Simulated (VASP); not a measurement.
InSe:

```xyz
8
Lattice="4.0500 0.0000 0.0000 -2.0250 3.5074 0.0000 0.0000 0.0000 16.9300" Properties=species:S:1:pos:R:3 pbc="T T T"
In    0.0000    2.3383    2.6580
In    2.0250    1.1691   11.1230
In    0.0000    2.3383    5.8070
In    2.0250    1.1691   14.2720
Se    0.0000    2.3383   10.1919
Se    2.0250    1.1691    1.7269
Se    0.0000    2.3383   15.2031
Se    2.0250    1.1691    6.7381
```

```yaml
Program: VASP 6.6.1
Task: relaxation of cell and atoms
Functional: PBEsol
Dispersion: D3(BJ)
Potentials_or_basis: VASP PAW PBE potentials, release 64 (In_d, Se)
Cutoff: 600 eV
k_mesh: 6 × 6 × 2
Occupations: gaussian, width 0.1 eV
Spin: no spin polarisation
```

At the start: pressure 3.7 GPa; volume 30.06 Å³/atom.

Q: How do energy, volume and symmetry change on relaxing?

A: Over 19 steps the energy falls by 224.3 meV/atom and the volume is 27.65 Å³/atom (-8.0 %); space group P6_3/mmc (No. 194, to 0.05 Å).

Step by step:
| step | energy change (eV) | largest force (eV/Å) | pressure (GPa) | volume (Å³) |
| --- | --- | --- | --- | --- |
| 1 | 0.0000 | 2.7299 | 3.65 | 240.49 |
| 2 | -1.0138 | 0.1108 | -4.46 | 264.74 |
| 3 | -1.1183 | 0.7988 | -3.06 | 258.50 |
| 4 | -1.5030 | 0.3646 | -1.35 | 241.48 |
| 5 | -1.5285 | 0.3718 | -0.61 | 236.46 |
| 6 | -1.6776 | 0.4985 | 0.68 | 228.51 |
| 7 | -1.6952 | 0.5690 | 1.41 | 224.72 |
| 8 | -1.7609 | 0.0394 | -0.43 | 227.44 |
| 9 | -1.7629 | 0.1147 | -0.18 | 227.06 |
| 10 | -1.7695 | 0.0845 | -0.16 | 226.13 |
| 11 | -1.7703 | 0.1673 | -0.13 | 225.63 |
| 12 | -1.7757 | 0.1322 | 0.09 | 224.24 |
| 13 | -1.7803 | 0.1657 | 0.73 | 220.74 |
| 14 | -1.7823 | 0.1565 | 0.68 | 220.63 |
| 15 | -1.7872 | 0.1287 | 0.60 | 220.33 |
| 16 | -1.7922 | 0.0705 | 0.42 | 219.71 |
| 17 | -1.7924 | 0.0547 | 0.38 | 219.54 |
| 18 | -1.7939 | 0.0292 | 0.23 | 220.25 |
| 19 | -1.7945 | 0.0250 | -0.01 | 221.23 |

Final structure:
```
In Se
1.0
     3.95989    0.00000    0.00000
    -1.97994    3.42936    0.00000
     0.00000    0.00000   16.29077
In Se
4 4
Direct
  0.33333 0.66667 0.16570
  0.66667 0.33333 0.66570
  0.33333 0.66667 0.33430
  0.66667 0.33333 0.83430
  0.33333 0.66667 0.58631
  0.66667 0.33333 0.08631
  0.33333 0.66667 0.91369
  0.66667 0.33333 0.41369
```

Caveat: the PAW data sets were made with another functional, which shifts forces and pressure a little; the relaxation stopped at a loose force limit of 0.05 eV/Å, so its end isn't a converged minimum.
